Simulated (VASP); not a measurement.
Crystal: Ti.

```
CELL_PARAMETERS angstrom
-1.65182 1.65182 1.65182
1.65182 -1.65182 1.65182
1.65182 1.65182 -1.65182
ATOMIC_POSITIONS crystal
Ti 0.00000 0.00000 0.00000
```

Base run:

| Quantity | Value |
| --- | --- |
| Program | VASP 6.6.1 |
| Functional | PBE |
| Potentials or basis | VASP PAW PBE potentials, release 64 (Ti_sv) |
| Cutoff | 520 eV |
| k mesh | 22 × 22 × 22 |
| Occupations | gaussian, width 0.15 eV |
| Spin | collinear spin, ferromagnetic start |
| Starting moments | [0.8] μB |
| Fixed moment | 0.8 μB |

Its results: pressure -3.1 GPa; site moments Ti +0.56 μB.

Question: The run is repeated on the same cell with these changes: fixed moment from 0.8 μB to 0.6 μB; moments at the start from [0.8] to [0.6]. What comes out?

Answer: Pressure -3.7 GPa; site moments Ti +0.42 μB.

Caveats: the total moment is fixed, so each spin has its own Fermi level.
